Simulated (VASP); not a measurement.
## In: single point with r2SCAN

Crystal: In.

```xyz
2
Lattice="3.3355 0.0000 0.0000 -1.6677 2.8886 0.0000 0.0000 0.0000 5.5091" Properties=species:S:1:pos:R:3 pbc="T T T"
In    0.0000    1.9257    1.3773
In    1.6677    0.9629    4.1319
```

| Property | Result |
| --- | --- |
| Program | VASP 6.6.1 |
| Task | single point |
| Functional | r2SCAN |
| Potentials or basis | VASP PAW PBE potentials, release 64 (In_d) |
| Cutoff | 520 eV |
| k mesh | 5 × 5 × 3 |
| Occupations | fermi-dirac, width 0.02 eV |
| Spin | no spin polarisation |
| Dipole correction | no |
| Further INCAR settings | ALGO = Normal; EDIFF = 1e-06; NBANDS = 20 |

```json
{
 "Pressure": "-0.5 GPa",
 "Band gap on the k mesh": "zero (band 13 reaches 8.51 eV, above the bottom of band 14 at 6.22 eV)"
}
```

Stress tensor (GPa, compression positive):
```
-0.70  0.00  0.00
 0.00 -0.70  0.00
 0.00  0.00 -0.08
```

Levels at points of the mesh, in eV from the Fermi level:
| k point | band 11 | band 12 | band 13 | band 14 | band 15 | band 16 |
| --- | --- | --- | --- | --- | --- | --- |
| (0.00, 0.00, 0.00) | -10.12 | -4.78 | -3.75 | 8.68 | 8.68 | 10.58 |

Run time: 96 s on 1 thread of Intel Xeon 6975P-C, with other jobs on the host, peak memory 0.18 GiB.

Caveat: the k points lie up to 0.44 Å⁻¹ apart; the PAW data sets were made with another functional, which shifts forces and pressure a little; spin-orbit coupling is left out, which moves the levels of the heavy elements.
